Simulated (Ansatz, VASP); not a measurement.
## Two plane-wave programs on Al2O3

```
Al O
1.0
     2.37850    1.37323    4.32923
    -2.37850    1.37323    4.32923
     0.00000   -2.74646    4.32923
Al O
4 6
Direct
  0.85218 0.85218 0.85218
  0.64782 0.64782 0.64782
  0.14782 0.14782 0.14782
  0.35218 0.35218 0.35218
  0.05625 0.44375 0.75000
  0.75000 0.05625 0.44375
  0.44375 0.75000 0.05625
  0.94375 0.55625 0.25000
  0.25000 0.94375 0.55625
  0.55625 0.25000 0.94375
```

Alike in both runs: task relaxation of cell and atoms; functional LDA; k mesh 6 × 6 × 6; occupations gaussian, width 0.02 eV; no spin polarisation.

|  | VASP | Ansatz |
| --- | --- | --- |
| version | VASP 6.6.1 | Ansatz 0.2.0 |
| potentials or method | VASP PAW LDA potentials, release 64 (Al, O), cutoff 600 eV | scalar-relativistic, plane waves, PAW |
| valence electrons in the cell | 48 | 48 |

|  | VASP | Ansatz | Ansatz less VASP |
| --- | --- | --- | --- |
| gap on the k mesh at the Fermi level, each at its own relaxed structure (eV) | 6.42 | 6.43 | +0.008 |
| relaxed volume (Å³/atom) | 8.34 | 8.32 | -0.012 |
| relaxed cell length with the largest relative difference (Å) | 5.093 | 5.091 | -0.0018 |

LDA's correlation is that of Perdew and Zunger in VASP and of Perdew and Wang (1992) in Ansatz.
